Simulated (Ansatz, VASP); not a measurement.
# NaHgF3: VASP beside Ansatz

```xyz
5
Lattice="4.5149 0.0000 0.0000 0.0000 4.5149 0.0000 0.0000 0.0000 4.5149" Properties=species:S:1:pos:R:3 pbc="T T T"
Na    0.0000    0.0000    0.0000
Hg    2.2575    2.2575    2.2575
F     2.2575    2.2575    0.0000
F     2.2575    0.0000    2.2575
F     0.0000    2.2575    2.2575
```

Alike in both runs: task single point; functional PBE; k mesh 6 × 6 × 6; no spin polarisation.

```csv
,VASP,Ansatz
version,VASP 6.6.1,Ansatz 0.2.0
potentials or method,"VASP PAW PBE potentials, release 64 (Na_pv, Hg, F)","plane waves, PAW"
plane-wave cutoff (eV),520,420
occupations,"gaussian, width 0.01 eV",fixed
valence electrons in the cell,40,50
```

VASP gave:

| Item | Value |
| --- | --- |
| gap on the k mesh at the Fermi level (eV) | 0.32 |
| pressure (GPa) | 2.1 |

**Question.** Estimate Ansatz's values.

**Answer.** gap on the k mesh at the Fermi level (eV): 0.35; pressure (GPa): 1.7.

VASP's potentials hold 40 valence electrons a cell and Ansatz's 50, so a difference there can come from the potentials and not from the codes.

Spin-orbit coupling is off throughout.
